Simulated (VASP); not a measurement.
A run of VASP 6.6.1:

Contents of INCAR:

```
SYSTEM = Ti4S
PREC = Accurate
ENCUT = 520
EDIFF = 1E-6
ISMEAR = 0
SIGMA = 0.1
LREAL = .False.
LASPH = .True.
NELM = 80
ALGO = Normal
ISIF = 2
LWAVE = .False.
LCHARG = .False.
LDIPOL = .True.
IDIPOL = 3
DIPOL = 0.5 0.5 0.353
GGA = PE
NBANDS = 35
```

File KPOINTS:

```
regular mesh
0
Gamma
  8 8 1
  0 0 0
```

The input POSCAR:

```
Ti4S
1.0
    3.2553359259      0.0000000000      0.0000000000
    0.0000000000      3.2553359259      0.0000000000
    0.0000000000      0.0000000000     20.1793674375
Ti S
4 1
Direct
    0.5000000000      0.5000000000      0.1982222690
    0.0000000000      0.0000000000      0.2788822782
    0.5000000000      0.5000000000      0.3551865247
    0.0000000000      0.0000000000      0.4301109767
    0.1250000000      0.5000000000      0.5042011835
```

Potentials or basis: VASP PAW PBE potentials, release 64 (Ti_sv, S).

Launch:

```console
$ cat potpaw_PBE.64/Ti_sv/POTCAR potpaw_PBE.64/S/POTCAR > POTCAR
$ mpirun -np 1 vasp_std > vasp.out
```

Hardware: 1 thread of AMD EPYC 7R13 (shared host).

Question: Estimate the wall time of this run.

Answer: It took 11 min on 1 thread of AMD EPYC 7R13, on a shared host, peak memory 0.34 GiB. Counts: scf iterations 30, k points 25.
